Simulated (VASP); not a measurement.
# MgS (Fm-3m) in VASP: notebook, part 2 of 3

VASP 6.6.1.

## Step 3: Relaxation of cell and atoms, PBEsol

This run uses another cell than the first one, of 17.61 Å³/atom.

The input, INCAR:

```
SYSTEM = MgS
ALGO     = Normal         ! electronic algorithm
EDIFF    = 1E-6           ! SCF threshold, eV
EDIFFG   = -0.01          ! ionic threshold
ENCUT    = 600            ! plane-wave cutoff, eV
GGA      = PS             ! functional
IBRION   = 2              ! ionic algorithm
ISIF     = 3              ! what is computed and relaxed
ISMEAR   = -1             ! smearing method
LASPH    = .TRUE.         ! aspherical terms in the spheres
LCHARG   = .FALSE.        ! write CHGCAR
LREAL    = .FALSE.        ! projectors in reciprocal space
LWAVE    = .FALSE.        ! write WAVECAR
NELM     = 60             ! most SCF steps
NSW      = 60             ! ionic steps
PREC     = Accurate       ! precision mode
SIGMA    = 0.05           ! smearing width, eV
```

The input, KPOINTS:

```
k-points
0
G
  9 9 9
  0 0 0
```

The input, POSCAR:

```
MgS
1.0
    0.0000000000      2.6016500000      2.6016500000
    2.6016500000      0.0000000000      2.6016500000
    2.6016500000      2.6016500000      0.0000000000
S Mg
1 1
Direct
    0.5000000000      0.5000000000      0.5000000000
    0.0000000000      0.0000000000      0.0000000000
```

Potentials or basis: VASP PAW PBE potentials, release 64 (S, Mg).

Command:

```console
cat potpaw_PBE.64/S/POTCAR potpaw_PBE.64/Mg/POTCAR > POTCAR
mpirun -np 1 vasp_std > vasp.out
```

OUTCAR:

```text
SYSTEM = MgS
   EDIFF = 1E-6
   EDIFFG = -0.01
   ENCUT = 600
   GGA = PS
   IBRION = 2
   ISIF = 3
   ISMEAR = -1
   LASPH = .TRUE.
   LREAL = .FALSE.
   NELM = 60
   NSW = 60
   PREC = Accurate

 ion  position               nearest neighbor table
   1  0.500  0.500  0.500-   2 2.60   2 2.60   2 2.60   2 2.60   2 2.60   2 2.60
   2  0.000  0.000  0.000-   1 2.60   1 2.60   1 2.60   1 2.60   1 2.60   1 2.60

  LATTYP: Found a face centered cubic cell.
 ALAT       =     5.2033000000

  Lattice vectors:

 A1 = (   0.0000000000,   2.6016500000,   2.6016500000)
 A2 = (   2.6016500000,   0.0000000000,   2.6016500000)
 A3 = (   2.6016500000,   2.6016500000,   0.0000000000)

Analysis of symmetry for initial positions (statically):
=====================================================================
 Subroutine PRICEL returns:
 Original cell was already a primitive cell.

 Routine SETGRP: Setting up the symmetry group for a
 face centered cubic supercell.

 Subroutine GETGRP returns: Found 48 space group operations
 (whereof 48 operations were pure point group operations)
 out of a pool of 48 trial point group operations.

The static configuration has the point symmetry O_h .

Analysis of symmetry for dynamics (positions and initial velocities):
=====================================================================
 Subroutine PRICEL returns:
 Original cell was already a primitive cell.

 Routine SETGRP: Setting up the symmetry group for a
 face centered cubic supercell.

 Subroutine GETGRP returns: Found 48 space group operations
 (whereof 48 operations were pure point group operations)
 out of a pool of 48 trial point group operations.

The dynamic configuration has the point symmetry O_h .

 Subroutine INISYM returns: Found 48 space group operations
 (whereof 48 operations are pure point group operations),
 and found     1 'primitive' translations

----------------------------------------------------------------------------------------

                                     Primitive cell

  volume of cell :      35.2190

  direct lattice vectors                    reciprocal lattice vectors
     0.000000000  2.601650000  2.601650000    -0.192185728  0.192185728  0.192185728
     2.601650000  0.000000000  2.601650000     0.192185728 -0.192185728  0.192185728
     2.601650000  2.601650000  0.000000000     0.192185728  0.192185728 -0.192185728

  length of vectors
     3.679288715  3.679288715  3.679288715     0.332875446  0.332875446  0.332875446

  position of ions in fractional coordinates (direct lattice)
     0.500000000  0.500000000  0.500000000
     0.000000000  0.000000000  0.000000000

  ion indices of the primitive-cell ions
   primitive index   ion index
                 1           1
                 2           2

----------------------------------------------------------------------------------------

 KPOINTS: k-points

Automatic generation of k-mesh.
 Grid dimensions read from file:
 generate k-points for:    9    9    9

 Generating k-lattice:

  Cartesian coordinates                     Fractional coordinates (reciprocal lattice)
    -0.021353970  0.021353970  0.021353970     0.111111111  0.000000000  0.000000000
[... 45 lines left out ...]
   dimension x,y,z NGXF=    60 NGYF=   60 NGZF=   60
   ions per type =               1   1
   NGX,Y,Z   is equivalent  to a cutoff of  13.56, 13.56, 13.56 a.u.
   NGXF,Y,Z  is equivalent  to a cutoff of  27.11, 27.11, 27.11 a.u.
 SYSTEM =  MgS
   PREC   = accura    normal or accurate (medium, high low for compatibility)
   ISTART =      0    job   : 0-new  1-cont  2-samecut
   ICHARG =      2    charge: 1-file 2-atom 10-const
   ISPIN  =      1    spin polarized calculation?
   LNONCOLLINEAR =      F non collinear calculations
   LSORBIT =      F    spin-orbit coupling
   LASPH  =      T    aspherical Exc in radial PAW
   ENCUT  =  600.0 eV  44.10 Ry    6.64 a.u.   7.35  7.35  7.35*2*pi/ulx,y,z
   NELM   =     60;   NELMIN=  2; NELMDL= -5     # of ELM steps
   EDIFF  = 0.1E-05   stopping-criterion for ELM
   LREAL  =      F    real-space projection
   EDIFFG = -.1E-01   stopping-criterion for IOM
   NSW    =     60    number of steps for IOM
   IBRION =      2    ionic relax: 0-MD 1-quasi-New 2-CG
   NFREE  =      1    steps in history (QN), initial steepest desc. (CG)
   ISIF   =      3    stress and relaxation
   ISYM   =      2    0-nonsym 1-usesym 2-fastsym
   POTIM  = 0.5000    time-step for ionic-motion
   TEBEG  =    0.0;   TEEND  =   0.0 temperature during run
   PSTRESS=    0.0 pullay stress
   NELECT =       8.0000    total number of electrons
   NUPDOWN=      -1.0000    fix difference up-down
   EMIN   =  10.00;   EMAX   =-10.00  energy-range for DOS
   EFERMI =   0.00;   METHOD = LEGACY
   ISMEAR =    -1;   SIGMA  =   0.05  broadening in eV -4-tet -1-fermi 0-gaus
   EFERMI_NEDOS =   21; number of points for ismear=-14 and -15
   IALGO  =     38    algorithm
   IMIX   =      4    mixing-type and parameters
     AMIX     =   0.40;   BMIX     =  1.00
     AMIX_MAG =   1.60;   BMIX_MAG =  1.00
  volume/ion in A,a.u.               =      17.61       118.83
  Fermi-wavevector in a.u.,A,eV,Ry     =   0.998878  1.887606 13.575323  0.997758
  Thomas-Fermi vector in A             =   2.131131
   LORBIT       =      0    0 simple, 1 ext, 2 COOP (PROOUT), +10 PAW based schemes
   GGA     = PS    functional components
   LHFCALC =     F    Hartree Fock is set to
   AEXX    =    0.0000 exact exchange contribution
   IVDW    =     0    specifies the selected vdW correction
   LEPSILON=     F    determine dielectric tensor
   LRPA    =     F    only Hartree local field effects (RPA)
 conjugate gradient relaxation of ions
 non-spin polarized calculation
  energy-cutoff  :      600.00
  volume of cell :       35.22
 maximum number of plane-waves:      1211
 NGX is ok and might be reduce to    30
   NGX = 15   NGY = 15   NGZ = 15

--------------------------------------- Ionic step        1  -------------------------------------------

 number of electron       7.9999999 magnetization

 Free energy of the ion-electron system (eV)
  ---------------------------------------------------
  ext. energy  EPLUGINS =         0.00000000
  ---------------------------------------------------
  free energy    TOTEN  =        -9.07396508 eV

  energy without entropy =       -9.07396508  energy(sigma->0) =       -9.07396508

------------------------ aborting loop because EDIFF is reached ----------------------------------------

  FORCE on cell =-STRESS in cart. coord.  units (eV):
  Direction    XX          YY          ZZ          XY          YZ          ZX
  --------------------------------------------------------------------------------------
  -------------------------------------------------------------------------------------
  Total       -0.2453692     -0.2453692     -0.2453692      0.0000000      0.0000000     -0.0000000
  in kB      -11.1623105    -11.1623105    -11.1623105      0.0000000      0.0000000     -0.0000000
  external PRESSURE =     -11.1623105 kB  Pullay stress =       0.0000000 kB
[... 59 lines left out ...]
--------------------------------------- Ionic step        3  -------------------------------------------

 number of electron       8.0000000 magnetization

 Free energy of the ion-electron system (eV)
  ---------------------------------------------------
  ext. energy  EPLUGINS =         0.00000000
  ---------------------------------------------------
  free energy    TOTEN  =        -9.07575386 eV

  energy without entropy =       -9.07575386  energy(sigma->0) =       -9.07575386

 E-fermi :   4.8213     XC(G=0):  -9.8967

 val. band max:        3.8056197552   @ k =   0.0000   0.0000   0.0000
 cond. band min:       6.6701573497   @ k =   0.4444   0.4444   0.0000
 fundamental gap:      2.8645375945
 Fermi energy:         4.8212608377

 k-point     1 :       0.0000    0.0000    0.0000
  band No.  band energies     occupation
      1      -8.9617      2.00000
      2       3.8056      2.00000
      3       3.8056      2.00000
      4       3.8056      2.00000
      5       7.5126      0.00000
      6      11.6502      0.00000
      7      11.6502      0.00000
      8      11.6502      0.00000
[... 243 lines left out ...]
 k-point    24 :       0.4444    0.4444    0.0000
  band No.  band energies     occupation
      1      -7.2783      2.00000
      2      -0.4313      2.00000
      3       2.1039      2.00000
      4       2.1039      2.00000
      5       6.6702      0.00000
      6       8.0679      0.00000
      7      15.4638      0.00000
      8      16.5465      0.00000

 [... further k-points ...]

------------------------ aborting loop because EDIFF is reached ----------------------------------------

  FORCE on cell =-STRESS in cart. coord.  units (eV):
  Direction    XX          YY          ZZ          XY          YZ          ZX
  --------------------------------------------------------------------------------------
  -------------------------------------------------------------------------------------
  Total        0.0008839      0.0008839      0.0008839     -0.0000000      0.0000000      0.0000000
  in kB        0.0407971      0.0407971      0.0407971     -0.0000000      0.0000000      0.0000000
  external PRESSURE =       0.0407971 kB  Pullay stress =       0.0000000 kB
[... 17 lines left out ...]
  FREE ENERGIE OF THE ION-ELECTRON SYSTEM (eV)
  ---------------------------------------------------
  free  energy   TOTEN  =        -9.0757538638 eV

  energy  without entropy=       -9.0757538637  energy(sigma->0) =       -9.07575386

 reached required accuracy - stopping structural energy minimisation
```

Run time: 42 s. Hardware: 1 thread of Intel Xeon Platinum 8259CL at 2.50GHz (Skylake/Cascade Lake), shared host; peak memory 0.18 GiB.

What came out:

| Property | Result |
| --- | --- |
| Free energy | -9.0758 eV |
| Relaxed volume | 17.36 Å³/atom |
| Relaxed cell | a = 3.662 Å, b = 3.662 Å, c = 3.662 Å, α = 60.00°, β = 60.00°, γ = 60.00° |
| Space group after relaxing (to 0.1 Å) | Fm-3m (No. 225) |
| Energy gained by relaxing | 0.9 meV/atom |
| Ionic steps | 3 |
| Pressure after relaxing | 0.0 GPa |
| Band gap on the k mesh | 2.86 eV (least direct gap 3.71 eV) |

Step by step:
| step | energy change (eV) | largest force (eV/Å) | pressure (GPa) | volume (Å³) |
| --- | --- | --- | --- | --- |
| 1 | 0.0000 | 0.0000 | -1.12 | 35.22 |
| 2 | -0.0017 | 0.0000 | 0.27 | 34.60 |
| 3 | -0.0018 | 0.0000 | 0.00 | 34.71 |

Final structure:
```
CELL_PARAMETERS angstrom
0.00000 2.58911 2.58911
2.58911 0.00000 2.58911
2.58911 2.58911 0.00000
ATOMIC_POSITIONS crystal
S 0.50000 0.50000 0.50000
Mg 0.00000 0.00000 0.00000
```

Levels at points of the mesh, in eV from the valence-band top:
```
           k point  band 1  band 2  band 3  band 4  band 5  band 6  band 7  band 8
(0.00, 0.00, 0.00)  -12.77    0.00    0.00    0.00    3.71    7.84    7.84    7.84
```

Caveat: the PAW data sets were made with another functional, which shifts forces and pressure a little; an odd mesh through Γ misses points on the zone boundary, where band edges can lie.

## Step 4: Single point, HSE06

This run uses another cell than the first one, of 18.31 Å³/atom.

The input, POSCAR:

```
MgS
1.0
    0.0000000000      2.6358861629      2.6358861629
    2.6358861629      0.0000000000      2.6358861629
    2.6358861629      2.6358861629      0.0000000000
S Mg
1 1
Direct
    0.5000000000      0.5000000000      0.5000000000
    0.0000000000      0.0000000000      0.0000000000
```

The input, INCAR.step1:

```
SYSTEM = MgS
PREC = Accurate
ENCUT = 520
EDIFF = 1E-5
ISMEAR = -1
SIGMA = 0.05
LREAL = .False.
LASPH = .True.
NELM = 100
ALGO = Normal
ISIF = 2
LWAVE = .True.
GGA = PE
NBANDS = 11
```

The input, INCAR.step2:

```
SYSTEM = MgS
PREC = Accurate
ENCUT = 520
EDIFF = 1E-7
ISMEAR = -1
SIGMA = 0.05
LREAL = .False.
LASPH = .True.
NELM = 100
ALGO = Normal
ISIF = 2
LWAVE = .False.
LCHARG = .True.
GGA = PE
LHFCALC = .True.
HFSCREEN = 0.2079
PRECFOCK = Normal
LELF = .True.
LVHAR = .True.
ISTART = 1
NBANDS = 11
```

The input, KPOINTS:

```
Automatic mesh
0
Gamma
  6 6 6
  0 0 0
```

Command:

```console
cat potpaw_PBE.64/S/POTCAR potpaw_PBE.64/Mg/POTCAR > POTCAR
cp INCAR.step1 INCAR
mpirun -np 1 vasp_std > vasp.out
cp INCAR.step2 INCAR
mpirun -np 1 vasp_std > vasp.out
```

It took 14 min on 1 thread of Intel Xeon Platinum 8375C at 2.90GHz (Ice Lake), shared host; peak memory 0.28 GiB.

Results (log left out):

```
Free energy            : -9.8680 eV
Pressure               : -3.5 GPa
Band gap on the k mesh : 3.65 eV (least direct gap 4.47 eV)
```

Levels at points of the mesh, in eV from the valence-band top:
```
           k point  band 1  band 2  band 3  band 4  band 5  band 6  band 7  band 8  band 9
(0.00, 0.00, 0.00)  -13.73    0.00    0.00    0.00    4.47    9.12    9.12    9.12   11.63
(0.50, 0.00, 0.00)  -12.40   -5.05   -0.60   -0.60    5.49    7.99    7.99   11.15   13.28
(0.50, 0.50, 0.00)  -12.02   -4.38   -1.75   -1.75    3.65    5.45   13.12   14.21   14.49
```

Caveat: the cell stands under tension; the PAW data sets were made with another functional, which shifts forces and pressure a little.

## Step 5: Single point, HSE06

This run uses another cell than the first one, of 18.67 Å³/atom.

The input, POSCAR:

```
MgS
1.0
    0.0000000000      2.6526756995      2.6526756995
    2.6526756995      0.0000000000      2.6526756995
    2.6526756995      2.6526756995      0.0000000000
S Mg
1 1
Direct
    0.5000000000      0.5000000000      0.5000000000
    0.0000000000      0.0000000000      0.0000000000
```

The input, INCAR.step1:

```
ALGO     = Normal         # electronic algorithm
EDIFF    = 1E-5           # SCF threshold, eV
ENCUT    = 520            # plane-wave cutoff, eV
GGA      = PE             # functional
ISIF     = 2              # what is computed and relaxed
ISMEAR   = -1             # smearing method
LASPH    = T              # aspherical terms in the spheres
LCHARG   = F              # write CHGCAR
LREAL    = F              # projectors in reciprocal space
LWAVE    = T              # write WAVECAR
NBANDS   = 11             # bands
NELM     = 60             # most SCF steps
PREC     = Accurate       # precision mode
SIGMA    = 0.05           # smearing width, eV
```

The input, INCAR.step2:

```
ALGO     = Normal         # electronic algorithm
EDIFF    = 1E-6           # SCF threshold, eV
ENCUT    = 520            # plane-wave cutoff, eV
GGA      = PE             # functional
HFSCREEN = 0.2079         # screening, 1/A
ISIF     = 2              # what is computed and relaxed
ISMEAR   = -1             # smearing method
ISTART   = 1            
LASPH    = T              # aspherical terms in the spheres
LCHARG   = F              # write CHGCAR
LHFCALC  = T              # exact exchange
LREAL    = F              # projectors in reciprocal space
LWAVE    = F              # write WAVECAR
NBANDS   = 11             # bands
NELM     = 60             # most SCF steps
PREC     = Accurate       # precision mode
PRECFOCK = Normal       
SIGMA    = 0.05           # smearing width, eV
```

The input, KPOINTS:

```
k-points
0
Gamma
  6 6 6
```

Command:

```console
cat potpaw_PBE.64/S/POTCAR potpaw_PBE.64/Mg/POTCAR > POTCAR
cp INCAR.step1 INCAR
mpirun -np 1 vasp_std > vasp.out
cp INCAR.step2 INCAR
mpirun -np 1 vasp_std > vasp.out
```

It took 9.8 min on 1 thread of Intel Xeon Platinum 8375C at 2.90GHz (Ice Lake), shared host; peak memory 0.28 GiB.

Results (log left out):

| Quantity | Value |
| --- | --- |
| Free energy | -9.8499 eV |
| Pressure | -4.8 GPa |
| Band gap on the k mesh | 3.61 eV (least direct gap 4.32 eV) |

Levels at points of the mesh, in eV from the valence-band top:
```tsv
k point	band 1	band 2	band 3	band 4	band 5	band 6	band 7	band 8	band 9
(0.00, 0.00, 0.00)	-13.62	0.00	0.00	0.00	4.32	9.12	9.12	9.12	11.60
(0.50, 0.00, 0.00)	-12.34	-4.94	-0.58	-0.58	5.45	7.96	7.96	10.93	13.17
(0.50, 0.50, 0.00)	-11.98	-4.27	-1.71	-1.71	3.61	5.50	12.92	14.14	14.29
```

Caveat: the cell stands under tension; the PAW data sets were made with another functional, which shifts forces and pressure a little.

(Part 2 of 3 ends here.)
